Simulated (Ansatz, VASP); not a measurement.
**BeC: VASP beside Ansatz**

```
CELL_PARAMETERS angstrom
1.52948 -3.46018 0.00000
1.52948 3.46018 0.00000
0.00000 0.00000 2.47114
ATOMIC_POSITIONS crystal
Be 0.82706 0.17294 0.25000
Be 0.17294 0.82706 0.75000
C 0.56679 0.43321 0.25000
C 0.43321 0.56679 0.75000
```

Alike in both runs: functional PBE; k mesh 16 × 16 × 18; occupations gaussian, width 0.1 eV; no spin polarisation.

Ansatz relaxed the structure, and its values are those at the end. VASP's run is a single point on that final structure, the one shown.

|  | VASP | Ansatz |
| --- | --- | --- |
| version | VASP 6.6.1 | Ansatz 0.2.0 |
| potentials or method | VASP PAW PBE potentials, release 64 (Be, C), cutoff 520 eV | scalar-relativistic, plane waves, PAW |
| valence electrons in the cell | 12 | 12 |

Ansatz gave:

```
gap on the k mesh at the Fermi level (eV) : none
pressure (GPa)                            : 0.0
rms of the force components (eV/Å)        : 0.000
```

Q: Which values does VASP return?

A: gap on the k mesh at the Fermi level (eV): none; pressure (GPa): 0.4; rms of the force components (eV/Å): 0.008.

A gap of «none» marks a metal or a gap that the smearing closes.
